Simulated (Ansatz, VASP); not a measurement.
Given: the input of a run of Ansatz 0.2.0 on InSb3.

File input.yaml:

```yaml
crystal:
  lattice:
    - [4.806367, 0.0, 0.0]
    - [0.0, 4.806367, 0.0]
    - [0.0, 0.0, 4.806367]
  atoms:
    - { symbol: Sb, position: [0.5, 0.5, 0.0] }
    - { symbol: Sb, position: [0.0, 0.5, 0.5] }
    - { symbol: Sb, position: [0.5, 0.0, 0.5] }
    - { symbol: In, position: [0.0, 0.0, 0.0] }
hamiltonian:
  xc: pbe
  pseudopotentials: { kind: paw, level: accurate }
kpoints:
  mp_grid: { grid: [6, 6, 6] }
scf:
  occupations: { method: fermi_dirac, width: 0.05 }
output:
  forces: true
  stress: true
  eigenvalues: true
relax:
  f_tol: 0.01
  max_steps: 40
  cell: { stress_tol: 0.05 }
```

Potentials or basis: Ansatz PAW earlier set.

Command:

```sh
$ ansatz run input.yaml --threads 2 --pin off --max-ram 5632MiB --backend cpu --events-out ev --progress --plain --runs-dir out
```

**Question.** Set up the same calculation for VASP 6.6.1. Potentials there: VASP PAW PBE potentials, release 64 (Sb, In_d).

**Answer.** As run (the cutoff follows the program's own potentials):

The input INCAR:

```
  PREC = Accurate
  ENCUT = 600
  EDIFF = 1E-6
  ISMEAR = -1
  SIGMA = 0.05
  LREAL = F
  LASPH = T
  NELM = 80
  ALGO = Normal
  ISIF = 3
  LWAVE = F
  LCHARG = F
  GGA = PE
  IBRION = 2
  NSW = 60
  EDIFFG = -0.01
```

The input KPOINTS:

```
regular mesh
0
Gamma
  6 6 6
```

Contents of POSCAR:

```
InSb3
1.0
    4.8063670000      0.0000000000      0.0000000000
    0.0000000000      4.8063670000      0.0000000000
    0.0000000000      0.0000000000      4.8063670000
Sb In
3 1
Direct
    0.5000000000      0.5000000000      0.0000000000
    0.0000000000      0.5000000000      0.5000000000
    0.5000000000      0.0000000000      0.5000000000
    0.0000000000      0.0000000000      0.0000000000
```

Potentials or basis: VASP PAW PBE potentials, release 64 (Sb, In_d).

Command:

```sh
$ cat potpaw_PBE.64/Sb/POTCAR potpaw_PBE.64/In_d/POTCAR > POTCAR
$ mpirun -np 1 vasp_std > vasp.out
```

Both were run:

|  | VASP | Ansatz | Ansatz less VASP |
| --- | --- | --- | --- |
| gap on the k mesh at the Fermi level, each at its own relaxed structure (eV) | none | none | - |
| relaxed volume (Å³/atom) | 27.83 | 27.86 | +0.030 |
| relaxed cell length with the largest relative difference (Å) | 4.810 | 4.812 | +0.0017 |

A gap of «none» marks a metal or a gap that the smearing closes. VASP's potentials hold 28 valence electrons a cell and Ansatz's 66, so a difference there can come from the potentials and not from the codes.

Neither program's run includes spin-orbit coupling. Noted on Ansatz's run: the plane-wave basis is chosen anew once the cell has moved, so the energies of steps on either side of that aren't comparable.
